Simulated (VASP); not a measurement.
# Cd (P6_3/mmc) in VASP: further runs

Cd is run at these levels: PBEsol; tasks: single point.

All numbers are computed with VASP 6.6.1; they aren't measurements. Logs are shortened: lines on timing, memory, paths and dates and some standing lists are left out, and cuts for length are marked.

### Step 1. The cell of the first run

The structure is hexagonal, space group P6_3/mmc (No. 194). The conventional cell has a = 2.944 Å, b = 2.944 Å, c = 5.610 Å, α = 90.00°, β = 90.00°, γ = 120.00°. Cd (site symmetry -6m2) has 12 Cd at 2.94 to 3.28 Å within 3.9 Å.

### Step 2. Single point, PBEsol

Input file INCAR:

```
  PREC = Accurate
  ENCUT = 520
  EDIFF = 1E-6
  ISMEAR = 0
  SIGMA = 0.1
  LREAL = False
  LASPH = True
  NELM = 100
  ALGO = Fast
  ISIF = 2
  LWAVE = False
  LCHARG = False
  GGA = PS
  NBANDS = 19
```

Input file KPOINTS:

```
Automatic mesh
0
Gamma
  18 18 8
```

Input file POSCAR:

```
Cd
1.0
    2.9442134714      0.0000000000      0.0000000000
   -1.4721067357      2.5497636604      0.0000000000
    0.0000000000      0.0000000000      5.6103138286
Cd
2
Direct
    0.3333333333      0.6666666667      0.2500000000
    0.6666666667      0.3333333333      0.7500000000
```

Potentials or basis: VASP PAW PBE potentials, release 64 (Cd).

The run is started by

```
cat potpaw_PBE.64/Cd/POTCAR > POTCAR
mpirun -np 1 vasp_std > vasp.out
```

OUTCAR:

```text
PREC = Accurate
   ENCUT = 520
   EDIFF = 1E-6
   ISMEAR = 0
   LREAL = False
   LASPH = True
   NELM = 100
   ISIF = 2
   GGA = PS

 ion  position               nearest neighbor table
   1  0.333  0.667  0.250-   2 3.28   2 3.28   2 3.28   2 3.28   2 3.28   2 3.28
   2  0.667  0.333  0.750-   1 3.28   1 3.28   1 3.28   1 3.28   1 3.28   1 3.28

  LATTYP: Found a hexagonal cell.
 ALAT       =     2.9442134714
 C/A-ratio  =     1.9055390797

  Lattice vectors:

 A1 = (   2.9442134714,   0.0000000000,   0.0000000000)
 A2 = (  -1.4721067357,   2.5497636604,   0.0000000000)
 A3 = (   0.0000000000,   0.0000000000,   5.6103138286)

Analysis of symmetry for initial positions (statically):
=====================================================================
 Subroutine PRICEL returns:
 Original cell was already a primitive cell.

 Routine SETGRP: Setting up the symmetry group for a
 hexagonal supercell.

 Subroutine GETGRP returns: Found 24 space group operations
 (whereof 12 operations were pure point group operations)
 out of a pool of 24 trial point group operations.

The static configuration has the point symmetry D_3d.
 The point group associated with its full space group is D_6h.

Analysis of symmetry for dynamics (positions and initial velocities):
=====================================================================
 Subroutine PRICEL returns:
 Original cell was already a primitive cell.

 Routine SETGRP: Setting up the symmetry group for a
 hexagonal supercell.

 Subroutine GETGRP returns: Found 24 space group operations
 (whereof 12 operations were pure point group operations)
 out of a pool of 24 trial point group operations.

The dynamic configuration has the point symmetry D_3d.
 The point group associated with its full space group is D_6h.

 Subroutine INISYM returns: Found 24 space group operations
 (whereof 12 operations are pure point group operations),
 and found     1 'primitive' translations

----------------------------------------------------------------------------------------

                                     Primitive cell

  volume of cell :      42.1169

  direct lattice vectors                    reciprocal lattice vectors
     2.944213471  0.000000000  0.000000000     0.339649285  0.196096606  0.000000000
    -1.472106736  2.549763660  0.000000000     0.000000000  0.392193212  0.000000000
     0.000000000  0.000000000  5.610313829     0.000000000  0.000000000  0.178243148

  length of vectors
     2.944213471  2.944213471  5.610313829     0.392193212  0.392193212  0.178243148

  position of ions in fractional coordinates (direct lattice)
     0.333333333  0.666666667  0.250000000
     0.666666667  0.333333333  0.750000000

  ion indices of the primitive-cell ions
   primitive index   ion index
                 1           1
                 2           2

----------------------------------------------------------------------------------------

 KPOINTS: Automatic mesh

Automatic generation of k-mesh.
 Grid dimensions read from file:
 generate k-points for:   18   18    8

 Generating k-lattice:

  Cartesian coordinates                     Fractional coordinates (reciprocal lattice)
     0.018869405  0.010894256  0.000000000     0.055555556  0.000000000  0.000000000
     0.000000000  0.021788512  0.000000000     0.000000000  0.055555556  0.000000000
     0.000000000  0.000000000  0.022280394     0.000000000  0.000000000  0.125000000

  Length of vectors
     0.021788512  0.021788512  0.022280394

  Shift w.r.t. Gamma in fractional coordinates (k-lattice)
     0.000000000  0.000000000  0.000000000

 Subroutine IBZKPT returns following result:
 ===========================================

 Found    185 irreducible k-points:

 Following reciprocal coordinates:
            Coordinates               Weight
  0.000000  0.000000  0.000000      1.000000
  0.055556 -0.000000  0.000000      6.000000
  0.111111 -0.000000  0.000000      6.000000
  0.166667 -0.000000  0.000000      6.000000
  0.222222 -0.000000  0.000000      6.000000
  0.277778 -0.000000  0.000000      6.000000
[... 16 lines left out ...]
  0.333333  0.111111  0.000000     12.000000
  0.388889  0.111111  0.000000     12.000000
 [... further k-points ...]
   k-points           NKPTS =    185   k-points in BZ     NKDIM =    185   number of bands    NBANDS=     19
   number of dos      NEDOS =    301   number of ions     NIONS =      2
   total plane-waves  NPLWV =  24192
   dimension x,y,z NGX =    24 NGY =   24 NGZ =   42
   dimension x,y,z NGXF=    48 NGYF=   48 NGZF=   84
   ions per type =               2
   NGX,Y,Z   is equivalent  to a cutoff of  13.55, 13.55, 12.45 a.u.
   NGXF,Y,Z  is equivalent  to a cutoff of  27.10, 27.10, 24.89 a.u.
 SYSTEM =  unknown system
   PREC   = accura    normal or accurate (medium, high low for compatibility)
   ISTART =      0    job   : 0-new  1-cont  2-samecut
   ICHARG =      2    charge: 1-file 2-atom 10-const
   ISPIN  =      1    spin polarized calculation?
   LNONCOLLINEAR =      F non collinear calculations
   LSORBIT =      F    spin-orbit coupling
   LASPH  =      T    aspherical Exc in radial PAW
   ENCUT  =  520.0 eV  38.22 Ry    6.18 a.u.   5.47  5.47 10.43*2*pi/ulx,y,z
   NELM   =    100;   NELMIN=  2; NELMDL= -5     # of ELM steps
   EDIFF  = 0.1E-05   stopping-criterion for ELM
   LREAL  =      F    real-space projection
   EDIFFG = 0.1E-04   stopping-criterion for IOM
   NSW    =      0    number of steps for IOM
   IBRION =     -1    ionic relax: 0-MD 1-quasi-New 2-CG
   NFREE  =      0    steps in history (QN), initial steepest desc. (CG)
   ISIF   =      2    stress and relaxation
   ISYM   =      2    0-nonsym 1-usesym 2-fastsym
   POTIM  = 0.5000    time-step for ionic-motion
   TEBEG  =    0.0;   TEEND  =   0.0 temperature during run
   PSTRESS=    0.0 pullay stress
   NELECT =      24.0000    total number of electrons
   NUPDOWN=      -1.0000    fix difference up-down
   EMIN   =  10.00;   EMAX   =-10.00  energy-range for DOS
   EFERMI =   0.00;   METHOD = LEGACY
   ISMEAR =     0;   SIGMA  =   0.10  broadening in eV -4-tet -1-fermi 0-gaus
   EFERMI_NEDOS =   21; number of points for ismear=-14 and -15
   IALGO  =     68    algorithm
   IMIX   =      4    mixing-type and parameters
     AMIX     =   0.40;   BMIX     =  1.00
     AMIX_MAG =   1.60;   BMIX_MAG =  1.00
  volume/ion in A,a.u.               =      21.06       142.11
  Fermi-wavevector in a.u.,A,eV,Ry     =   1.357250  2.564830 25.063660  1.842127
  Thomas-Fermi vector in A             =   2.484184
   LORBIT       =      0    0 simple, 1 ext, 2 COOP (PROOUT), +10 PAW based schemes
   GGA     = PS    functional components
   LHFCALC =     F    Hartree Fock is set to
   AEXX    =    0.0000 exact exchange contribution
   IVDW    =     0    specifies the selected vdW correction
   LEPSILON=     F    determine dielectric tensor
   LRPA    =     F    only Hartree local field effects (RPA)
 non-spin polarized calculation
 RMM-DIIS sequential band-by-band and
 Gauss-broadening in eV      SIGMA  =   0.10
  energy-cutoff  :      520.00
  volume of cell :       42.12
 maximum number of plane-waves:      1173
 NGX is ok and might be reduce to    24
   NGX = 11   NGY = 11   NGZ = 21

 number of electron      24.0000004 magnetization

 Free energy of the ion-electron system (eV)
  ---------------------------------------------------
  ext. energy  EPLUGINS =         0.00000000
  ---------------------------------------------------
  free energy    TOTEN  =        -2.40113169 eV

  energy without entropy =       -2.39887630  energy(sigma->0) =       -2.40000400

 E-fermi :   3.0484     XC(G=0): -11.3402

 val. band max:        3.0476128273   @ k =   0.2222   0.0556   0.1250
 cond. band min:       3.0803490893   @ k =   0.3333   0.3333   0.0000
 fundamental gap:      0.0327362620
 Fermi energy:         3.0484069170

 k-point     1 :       0.0000    0.0000    0.0000
  band No.  band energies     occupation
      1      -7.0017      2.00000
      2      -6.7395      2.00000
      3      -6.3014      2.00000
      4      -6.3014      2.00000
      5      -6.2493      2.00000
      6      -6.2493      2.00000
[... 11 lines left out ...]
     18      18.2732      0.00000
     19      18.9098      0.00000

 k-point     2 :       0.0556   -0.0000    0.0000
  band No.  band energies     occupation
      1      -6.9656      2.00000
      2      -6.6991      2.00000
      3      -6.3158      2.00000
      4      -6.2705      2.00000
      5      -6.2626      2.00000
      6      -6.2195      2.00000
[... 11 lines left out ...]
     18      17.8341      0.00000
     19      19.2746      0.00000

 k-point     3 :       0.1111   -0.0000    0.0000
  band No.  band energies     occupation
      1      -6.8726      2.00000
      2      -6.6118      2.00000
      3      -6.3527      2.00000
      4      -6.2883      2.00000
      5      -6.1805      2.00000
      6      -6.1326      2.00000
[... 11 lines left out ...]
     18      17.7575      0.00000
     19      19.1442      0.00000

 k-point     4 :       0.1667   -0.0000    0.0000
  band No.  band energies     occupation
      1      -6.7878      2.00000
      2      -6.5412      2.00000
      3      -6.4084      2.00000
      4      -6.2524      2.00000
      5      -6.0399      2.00000
      6      -5.9969      2.00000
[... 11 lines left out ...]
     18      17.1246      0.00000
     19      17.2361      0.00000

 k-point     5 :       0.2222   -0.0000    0.0000
  band No.  band energies     occupation
      1      -6.8041      2.00000
      2      -6.5727      2.00000
      3      -6.3516      2.00000
      4      -6.1627      2.00000
      5      -6.1326      2.00000
      6      -5.8902      2.00000
[... 11 lines left out ...]
     18      15.8531      0.00000
     19      16.6918      0.00000

 k-point     6 :       0.2778   -0.0000    0.0000
  band No.  band energies     occupation
      1      -6.8882      2.00000
      2      -6.6776      2.00000
      3      -6.3538      2.00000
      4      -6.2165      2.00000
      5      -6.0028      2.00000
      6      -5.9635      2.00000
[... 11 lines left out ...]
     18      16.2358      0.00000
     19      16.4458      0.00000

 k-point     7 :       0.3333   -0.0000    0.0000
  band No.  band energies     occupation
      1      -6.9845      2.00000
      2      -6.7821      2.00000
      3      -6.5189      2.00000
      4      -6.1018      2.00000
      5      -6.0971      2.00000
      6      -5.9505      2.00000
[... 11 lines left out ...]
     18      16.2663      0.00000
     19      17.1854      0.00000

 k-point     8 :       0.3889   -0.0000    0.0000
  band No.  band energies     occupation
      1      -7.0671      2.00000
      2      -6.8674      2.00000
      3      -6.6438      2.00000
      4      -6.1796      2.00000
      5      -6.0046      2.00000
      6      -5.9867      2.00000
[... 256 lines left out ...]
 k-point    20 :       0.1667    0.1111    0.0000
  band No.  band energies     occupation
      1      -6.6675      2.00000
      2      -6.4966      2.00000
      3      -6.4117      2.00000
      4      -6.2301      2.00000
      5      -6.1867      2.00000
      6      -6.0326      2.00000
[... 11 lines left out ...]
     18      15.9419      0.00000
     19      16.3024      0.00000

 k-point    21 :       0.2222    0.1111    0.0000
  band No.  band energies     occupation
      1      -6.7567      2.00000
      2      -6.5584      2.00000
      3      -6.3613      2.00000
      4      -6.2922      2.00000
      5      -6.1028      2.00000
      6      -6.0701      2.00000
[... 11 lines left out ...]
     18      15.5836      0.00000
     19      15.8386      0.00000

 k-point    22 :       0.2778    0.1111    0.0000
  band No.  band energies     occupation
      1      -6.8538      2.00000
      2      -6.6519      2.00000
      3      -6.5100      2.00000
      4      -6.1601      2.00000
      5      -6.1424      2.00000
      6      -5.9401      2.00000
[... 11 lines left out ...]
     18      14.9564      0.00000
     19      15.4608      0.00000

 k-point    23 :       0.3333    0.1111    0.0000
  band No.  band energies     occupation
      1      -6.9346      2.00000
      2      -6.7303      2.00000
      3      -6.6221      2.00000
      4      -6.2008      2.00000
      5      -6.0247      2.00000
      6      -6.0066      2.00000
[... 11 lines left out ...]
     18      14.4690      0.00000
     19      15.1362      0.00000

 k-point    24 :       0.3889    0.1111    0.0000
  band No.  band energies     occupation
      1      -6.9876      2.00000
      2      -6.7816      2.00000
      3      -6.6913      2.00000
      4      -6.2237      2.00000
      5      -6.0530      2.00000
      6      -5.9511      2.00000
[... 11 lines left out ...]
     18      14.1600      0.00000
     19      14.9352      0.00000

 [... further k-points ...]

------------------------ aborting loop because EDIFF is reached ----------------------------------------

  FORCE on cell =-STRESS in cart. coord.  units (eV):
  Direction    XX          YY          ZZ          XY          YZ          ZX
  --------------------------------------------------------------------------------------
  -------------------------------------------------------------------------------------
  Total        0.1331618      0.1331618      0.0695745      0.0000000      0.0000000      0.0000000
  in kB        5.0656335      5.0656335      2.6466990      0.0000000      0.0000000      0.0000000
  external PRESSURE =       4.2593220 kB  Pullay stress =       0.0000000 kB

 VOLUME and BASIS-vectors are now :
 -----------------------------------------------------------------------------
  energy-cutoff  :      520.00
  volume of cell :       42.12
      direct lattice vectors                 reciprocal lattice vectors
     2.944213471  0.000000000  0.000000000     0.339649285  0.196096606  0.000000000
    -1.472106736  2.549763660  0.000000000     0.000000000  0.392193212  0.000000000
     0.000000000  0.000000000  5.610313829     0.000000000  0.000000000  0.178243148

 POSITION                                       TOTAL-FORCE (eV/Angst)
 -----------------------------------------------------------------------------------
     -0.00000      1.69984      1.40258        -0.000000     -0.000000     -0.000000
      1.47211      0.84992      4.20774         0.000000      0.000000      0.000000
 -----------------------------------------------------------------------------------
    total drift:                               -0.000000      0.000000      0.000000

  FREE ENERGIE OF THE ION-ELECTRON SYSTEM (eV)
  ---------------------------------------------------
  free  energy   TOTEN  =        -2.4011316922 eV

  energy  without entropy=       -2.3988763004  energy(sigma->0) =       -2.40000400
```

It took 2.5 min on 1 thread of AMD EPYC 7R13, shared host; peak memory 0.22 GiB.

Results:

* Free energy: -2.4011 eV
* Pressure: 0.4 GPa
* Band gap on the k mesh: zero (bands 12 and 13 overlap by 4.74 eV)

Stress tensor (GPa, compression positive):
```
0.51 0.00 0.00
0.00 0.51 0.00
0.00 0.00 0.26
```

Caveat: the PAW data sets were made with another functional, which shifts forces and pressure a little.

### Step 3. Single point, PBEsol

This run uses another cell than the first one, of 21.59 Å³/atom.

Input file INCAR:

```
PREC = Accurate ; ENCUT = 500
EDIFF = 1E-6 ; ISMEAR = 0
SIGMA = 0.1 ; LREAL = F
LASPH = T ; NELM = 120
ALGO = Normal ; ISIF = 2
LWAVE = F ; LCHARG = T
GGA = PS ; LELF = T
LVHAR = T ; NBANDS = 19
GGA_COMPAT = F
```

Input file KPOINTS:

```
regular mesh
0
Gamma
  6 6 4
```

Input file POSCAR:

```
Cd
1.0
    2.9788725081      0.0000000000      0.0000000000
   -1.4894362540      2.5797792666      0.0000000000
    0.0000000000      0.0000000000      5.6176500000
Cd
2
Direct
    0.3333333333      0.6666666667      0.2500000000
    0.6666666667      0.3333333333      0.7500000000
```

Potentials or basis: VASP PAW PBE potentials, release 64 (Cd).

The run is started by

```
cat potpaw_PBE.64/Cd/POTCAR > POTCAR
mpirun -np 1 vasp_std > vasp.out
```

Run time: 13 s. Hardware: 1 thread of Intel Xeon Platinum 8259CL at 2.50GHz (Skylake/Cascade Lake), shared host; peak memory 0.16 GiB.

Results (log left out):

```yaml
Free_energy: -2.3707 eV
Pressure: -0.2 GPa
Band_gap_on_the_k_mesh: zero (bands 12 and 13 overlap by 4.06 eV)
```

Stress tensor (GPa, compression positive):
```
-0.26  0.00  0.00
 0.00 -0.26  0.00
 0.00  0.00  0.00
```

Levels at points of the mesh, in eV from the Fermi level:
| k point | band 10 | band 11 | band 12 | band 13 | band 14 | band 15 |
| --- | --- | --- | --- | --- | --- | --- |
| (0.00, 0.00, 0.00) | -8.67 | -8.67 | -3.35 | -3.32 | 10.26 | 14.16 |
| (0.50, 0.00, 0.00) | -8.40 | -2.65 | -2.14 | 1.67 | 2.73 | 2.87 |
| (0.00, 0.00, 0.50) | -8.78 | -7.67 | -7.67 | 3.42 | 3.42 | 14.49 |
| (0.50, 0.00, 0.50) | -8.41 | -1.85 | -1.85 | -0.22 | -0.22 | 7.79 |

Caveat: the k points lie up to 0.41 Å⁻¹ apart, too coarse for converged energies and pressures of a metal; the PAW data sets were made with another functional, which shifts forces and pressure a little.

The gap in the log of VASP goes by the Fermi energy; the results here count the filled bands.